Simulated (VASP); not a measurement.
# Rh (P6_3/mmc) in VASP: further runs, part 2 of 2

VASP 6.6.1. The steps go on from the part before.

### 6 Single point, PBE

This run uses another cell than the first one, of 15.91 Å³/atom.

Input file INCAR:

```
SYSTEM = Rh
PREC = Accurate
ENCUT = 520
EDIFF = 1E-6
ISMEAR = 0
SIGMA = 0.15
LREAL = .FALSE.
LASPH = .TRUE.
NELM = 100
ALGO = Fast
ISIF = 2
LWAVE = .FALSE.
LCHARG = .FALSE.
GGA = PE
NBANDS = 22
```

Input file KPOINTS:

```
regular mesh
0
G
  18 18 10
  0 0 0
```

Input file POSCAR:

```
Rh
1.0
    2.8066000000      0.0000000000      0.0000000000
   -1.4033000000      2.4305868982      0.0000000000
    0.0000000000      0.0000000000      4.6658000000
Rh
2
Direct
    0.6666666667      0.3333333333      0.7500000000
    0.3333333333      0.6666666667      0.2500000000
```

Potentials or basis: VASP PAW PBE potentials, release 64 (Rh_pv).

Command:

```bash
cat potpaw_PBE.64/Rh_pv/POTCAR > POTCAR
mpirun -np 1 vasp_std > vasp.out
```

OUTCAR:

```text
SYSTEM = Rh
   PREC = Accurate
   ENCUT = 520
   EDIFF = 1E-6
   ISMEAR = 0
   LREAL = .FALSE.
   LASPH = .TRUE.
   NELM = 100
   ISIF = 2
   GGA = PE

 ion  position               nearest neighbor table
   1  0.667  0.333  0.750-   2 2.84   2 2.84   2 2.84   2 2.84   2 2.84   2 2.84
   2  0.333  0.667  0.250-   1 2.84   1 2.84   1 2.84   1 2.84   1 2.84   1 2.84

  LATTYP: Found a hexagonal cell.
 ALAT       =     2.8066000000
 C/A-ratio  =     1.6624385377

  Lattice vectors:

 A1 = (   2.8066000000,   0.0000000000,   0.0000000000)
 A2 = (  -1.4033000000,   2.4305868982,   0.0000000000)
 A3 = (   0.0000000000,   0.0000000000,   4.6658000000)

Analysis of symmetry for initial positions (statically):
=====================================================================
 Subroutine PRICEL returns:
 Original cell was already a primitive cell.

 Routine SETGRP: Setting up the symmetry group for a
 hexagonal supercell.

 Subroutine GETGRP returns: Found 24 space group operations
 (whereof 12 operations were pure point group operations)
 out of a pool of 24 trial point group operations.

The static configuration has the point symmetry D_3d.
 The point group associated with its full space group is D_6h.

Analysis of symmetry for dynamics (positions and initial velocities):
=====================================================================
 Subroutine PRICEL returns:
 Original cell was already a primitive cell.

 Routine SETGRP: Setting up the symmetry group for a
 hexagonal supercell.

 Subroutine GETGRP returns: Found 24 space group operations
 (whereof 12 operations were pure point group operations)
 out of a pool of 24 trial point group operations.

The dynamic configuration has the point symmetry D_3d.
 The point group associated with its full space group is D_6h.

 Subroutine INISYM returns: Found 24 space group operations
 (whereof 12 operations are pure point group operations),
 and found     1 'primitive' translations

----------------------------------------------------------------------------------------

                                     Primitive cell

  volume of cell :      31.8286

  direct lattice vectors                    reciprocal lattice vectors
     2.806600000  0.000000000  0.000000000     0.356303000  0.205711633  0.000000000
    -1.403300000  2.430586898  0.000000000     0.000000000  0.411423266  0.000000000
     0.000000000  0.000000000  4.665800000     0.000000000  0.000000000  0.214325518

  length of vectors
     2.806600000  2.806600000  4.665800000     0.411423266  0.411423266  0.214325518

  position of ions in fractional coordinates (direct lattice)
     0.666666667  0.333333333  0.750000000
     0.333333333  0.666666667  0.250000000

  ion indices of the primitive-cell ions
   primitive index   ion index
                 1           1
                 2           2

----------------------------------------------------------------------------------------

 KPOINTS: regular mesh

Automatic generation of k-mesh.
 Grid dimensions read from file:
 generate k-points for:   18   18   10

 Generating k-lattice:

  Cartesian coordinates                     Fractional coordinates (reciprocal lattice)
     0.019794611  0.011428424  0.000000000     0.055555556  0.000000000  0.000000000
     0.000000000  0.022856848  0.000000000     0.000000000  0.055555556  0.000000000
     0.000000000  0.000000000  0.021432552     0.000000000  0.000000000  0.100000000

  Length of vectors
     0.022856848  0.022856848  0.021432552

  Shift w.r.t. Gamma in fractional coordinates (k-lattice)
     0.000000000  0.000000000  0.000000000

 Subroutine IBZKPT returns following result:
 ===========================================

 Found    222 irreducible k-points:

 Following reciprocal coordinates:
            Coordinates               Weight
  0.000000  0.000000  0.000000      1.000000
  0.055556  0.000000  0.000000      6.000000
  0.111111  0.000000  0.000000      6.000000
  0.166667  0.000000  0.000000      6.000000
  0.222222  0.000000  0.000000      6.000000
  0.277778  0.000000  0.000000      6.000000
[... 16 lines left out ...]
  0.333333  0.111111  0.000000     12.000000
  0.388889  0.111111  0.000000     12.000000
 [... further k-points ...]
   k-points           NKPTS =    222   k-points in BZ     NKDIM =    222   number of bands    NBANDS=     22
   number of dos      NEDOS =    301   number of ions     NIONS =      2
   total plane-waves  NPLWV =  20736
   dimension x,y,z NGX =    24 NGY =   24 NGZ =   36
   dimension x,y,z NGXF=    48 NGYF=   48 NGZF=   72
   ions per type =               2
   NGX,Y,Z   is equivalent  to a cutoff of  14.22, 14.22, 12.83 a.u.
   NGXF,Y,Z  is equivalent  to a cutoff of  28.43, 28.43, 25.65 a.u.
 SYSTEM =  Rh
   PREC   = accura    normal or accurate (medium, high low for compatibility)
   ISTART =      0    job   : 0-new  1-cont  2-samecut
   ICHARG =      2    charge: 1-file 2-atom 10-const
   ISPIN  =      1    spin polarized calculation?
   LNONCOLLINEAR =      F non collinear calculations
   LSORBIT =      F    spin-orbit coupling
   LASPH  =      T    aspherical Exc in radial PAW
   ENCUT  =  520.0 eV  38.22 Ry    6.18 a.u.   5.22  5.22  8.68*2*pi/ulx,y,z
   NELM   =    100;   NELMIN=  2; NELMDL= -5     # of ELM steps
   EDIFF  = 0.1E-05   stopping-criterion for ELM
   LREAL  =      F    real-space projection
   EDIFFG = 0.1E-04   stopping-criterion for IOM
   NSW    =      0    number of steps for IOM
   IBRION =     -1    ionic relax: 0-MD 1-quasi-New 2-CG
   NFREE  =      0    steps in history (QN), initial steepest desc. (CG)
   ISIF   =      2    stress and relaxation
   ISYM   =      2    0-nonsym 1-usesym 2-fastsym
   POTIM  = 0.5000    time-step for ionic-motion
   TEBEG  =    0.0;   TEEND  =   0.0 temperature during run
   PSTRESS=    0.0 pullay stress
   NELECT =      30.0000    total number of electrons
   NUPDOWN=      -1.0000    fix difference up-down
   EMIN   =  10.00;   EMAX   =-10.00  energy-range for DOS
   EFERMI =   0.00;   METHOD = LEGACY
   ISMEAR =     0;   SIGMA  =   0.15  broadening in eV -4-tet -1-fermi 0-gaus
   EFERMI_NEDOS =   21; number of points for ismear=-14 and -15
   IALGO  =     68    algorithm
   IMIX   =      4    mixing-type and parameters
     AMIX     =   0.40;   BMIX     =  1.00
     AMIX_MAG =   1.60;   BMIX_MAG =  1.00
  volume/ion in A,a.u.               =      15.91       107.40
  Fermi-wavevector in a.u.,A,eV,Ry     =   1.605127  3.033250 35.054482  2.576432
  Thomas-Fermi vector in A             =   2.701522
   LORBIT       =      0    0 simple, 1 ext, 2 COOP (PROOUT), +10 PAW based schemes
   GGA     = PE    functional components
   LHFCALC =     F    Hartree Fock is set to
   AEXX    =    0.0000 exact exchange contribution
   IVDW    =     0    specifies the selected vdW correction
   LEPSILON=     F    determine dielectric tensor
   LRPA    =     F    only Hartree local field effects (RPA)
 non-spin polarized calculation
 RMM-DIIS sequential band-by-band and
 Gauss-broadening in eV      SIGMA  =   0.15
  energy-cutoff  :      520.00
  volume of cell :       31.83
 maximum number of plane-waves:       881
 NGX is ok and might be reduce to    24
   NGX = 11   NGY = 11   NGZ = 17

 number of electron      29.9999995 magnetization

 Free energy of the ion-electron system (eV)
  ---------------------------------------------------
  ext. energy  EPLUGINS =         0.00000000
  ---------------------------------------------------
  free energy    TOTEN  =       -14.16574303 eV

  energy without entropy =      -14.11759796  energy(sigma->0) =      -14.14167050

 E-fermi :   9.4665     XC(G=0): -13.1059

 val. band max:        9.4647017959   @ k =   0.2778   0.0000   0.4000
 cond. band min:       9.4675397263   @ k =   0.3889   0.1667   0.2000
 fundamental gap:      0.0028379303
 Fermi energy:         9.4665441720

 k-point     1 :       0.0000    0.0000    0.0000
  band No.  band energies     occupation
      1     -37.1158      2.00000
      2     -36.7519      2.00000
      3     -36.7519      2.00000
      4     -36.7009      2.00000
      5     -36.6958      2.00000
      6     -36.6958      2.00000
[... 14 lines left out ...]
     21      26.9761      0.00000
     22      27.8046      0.00000
[... 552 lines left out ...]
  band No.  band energies     occupation
      1     -37.0843      2.00000
      2     -37.0261      2.00000
      3     -36.9306      2.00000
      4     -36.8753      2.00000
      5     -36.7948      2.00000
      6     -36.7895      2.00000
[... 14 lines left out ...]
     21      20.7948      0.00000
     22      22.9322      0.00000

 [... further k-points ...]

------------------------ aborting loop because EDIFF is reached ----------------------------------------

  FORCE on cell =-STRESS in cart. coord.  units (eV):
  Direction    XX          YY          ZZ          XY          YZ          ZX
  --------------------------------------------------------------------------------------
  -------------------------------------------------------------------------------------
  Total       -4.0695580     -4.0695580     -5.0512154      0.0000000      0.0000000      0.0000000
  in kB     -204.8519161   -204.8519161   -254.2662282      0.0000000      0.0000000      0.0000000
  external PRESSURE =    -221.3233535 kB  Pullay stress =       0.0000000 kB

 VOLUME and BASIS-vectors are now :
 -----------------------------------------------------------------------------
  energy-cutoff  :      520.00
  volume of cell :       31.83
      direct lattice vectors                 reciprocal lattice vectors
     2.806600000  0.000000000  0.000000000     0.356303000  0.205711633  0.000000000
    -1.403300000  2.430586898  0.000000000     0.000000000  0.411423266  0.000000000
     0.000000000  0.000000000  4.665800000     0.000000000  0.000000000  0.214325518

 POSITION                                       TOTAL-FORCE (eV/Angst)
 -----------------------------------------------------------------------------------
      1.40330      0.81020      3.49935         0.000000      0.000000      0.000000
     -0.00000      1.62039      1.16645        -0.000000      0.000000      0.000000
 -----------------------------------------------------------------------------------
    total drift:                                0.000000     -0.000000      0.000000

  FREE ENERGIE OF THE ION-ELECTRON SYSTEM (eV)
  ---------------------------------------------------
  free  energy   TOTEN  =       -14.1657430301 eV

  energy  without entropy=      -14.1175979631  energy(sigma->0) =      -14.14167050
```

Run time: 3.6 min. Hardware: 1 thread of AMD EPYC 7R43 (Zen 3), shared host; peak memory 0.2 GiB.

What came out:

* Free energy: -14.1657 eV
* Pressure: -22.1 GPa
* Band gap on the k mesh: zero (bands 15 and 16 overlap by 1.95 eV)

Stress tensor (GPa, compression positive):
```
-20.49   0.00   0.00
  0.00 -20.49   0.00
  0.00   0.00 -25.43
```

Levels at points of the mesh, in eV from the Fermi level:
| k point | band 13 | band 14 | band 15 | band 16 | band 17 | band 18 |
| --- | --- | --- | --- | --- | --- | --- |
| (0.00, 0.00, 0.00) | -2.02 | -1.35 | -1.35 | 0.13 | 0.13 | 0.71 |
| (0.50, 0.00, 0.00) | -1.60 | 0.43 | 0.44 | 0.65 | 2.71 | 4.55 |
| (0.00, 0.00, 0.50) | -2.43 | -2.43 | -0.33 | -0.33 | -0.33 | -0.33 |
| (0.50, 0.00, 0.50) | -0.17 | -0.17 | 0.56 | 0.56 | 2.55 | 2.55 |

Caveat: the cell stands under tension.

### 7 Summary

```csv
cell,gap on the mesh (eV),pressure (GPa)
"a = 2.616, b = 2.616, c = 4.315 Å, angles 90.0, 90.0, 120.0°, 2 atoms",none,32.3
"a = 2.643, b = 2.643, c = 4.245 Å, angles 90.0, 90.0, 120.0°, 2 atoms",none,30.5
"a = 2.589, b = 2.589, c = 4.455 Å, angles 90.0, 90.0, 120.0°, 2 atoms",none,28.9
"a = 2.779, b = 2.779, c = 4.736 Å, angles 90.0, 90.0, 120.0°, 2 atoms",none,-21.2
"a = 2.807, b = 2.807, c = 4.666 Å, angles 90.0, 90.0, 120.0°, 2 atoms",none,-22.1
```

Alike in all rows: task single point; level PBE; potentials or basis VASP PAW PBE potentials, release 64 (Rh_pv); no spin polarisation; k mesh 18 × 18 × 10; cutoff (eV) 520; smearing gaussian 0.15 eV.

Caveats: the cell stands under pressure (at least some runs); the cell stands under tension (at least some runs).

Absolute energies hang on the potentials; compare differences alone.
